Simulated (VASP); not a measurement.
Write the native input for VASP 6.6.1 that does the following.

```
Task                   : single point
Functional             : PBE
Potentials or basis    : VASP PAW PBE potentials, release 64 (N, Ga_d)
Cutoff                 : 520 eV
k mesh                 : 9 × 9 × 3
Occupations            : gaussian, width 0.05 eV
Spin                   : no spin polarisation
Dipole correction      : yes
Further INCAR settings : ALGO = Normal; EDIFF = 1e-06; NBANDS = 56
```

The structure of GaN lies in POSCAR:

```
GaN
1.0
    3.2162589223      0.0000000000      0.0000000000
   -1.6081294611      2.7853619318      0.0000000000
    0.0000000000      0.0000000000     26.1607737570
N Ga
5 5
Direct
    0.0000000000      0.0000000000      0.2866887681
    0.3333333333      0.6666666667      0.3870705243
    0.6666666667      0.3333333333      0.4874522805
    0.0000000000      0.0000000000      0.5878340367
    0.3333333333      0.6666666667      0.6882157929
    0.3333333333      0.6666666667      0.3117842071
    0.6666666667      0.3333333333      0.4121659633
    0.0000000000      0.0000000000      0.5125477195
    0.3333333333      0.6666666667      0.6129294757
    0.6666666667      0.3333333333      0.7133112319
```

One way to write it, as run:

INCAR

```
SYSTEM = GaN
ALGO = Normal ; DIPOL = 0.5 0.5 0.500
EDIFF = 1E-6 ; ENCUT = 520
GGA = PE ; IDIPOL = 3
ISIF = 2 ; ISMEAR = 0
LASPH = .TRUE. ; LCHARG = .FALSE.
LDIPOL = .TRUE. ; LREAL = .FALSE.
LWAVE = .FALSE. ; NBANDS = 56
NELM = 80 ; PREC = Accurate
SIGMA = 0.05
```

KPOINTS

```
k-points
0
G
  9 9 3
  0 0 0
```

Potentials or basis: VASP PAW PBE potentials, release 64 (N, Ga_d).

The run is started by

```console
$ cat potpaw_PBE.64/N/POTCAR potpaw_PBE.64/Ga_d/POTCAR > POTCAR
$ mpirun -np 1 vasp_std > vasp.out
```

It gave:

```yaml
Largest_force: 2.022 eV/Å
Band_gap_on_the_k_mesh: zero (band 45 reaches 0.45 eV, above the bottom of band 46 at 0.01 eV)
```

It took 11 min on 1 thread of Intel(R) Xeon(R) 6975P-C (Granite Rapids), on a shared host, peak memory 0.51 GiB.
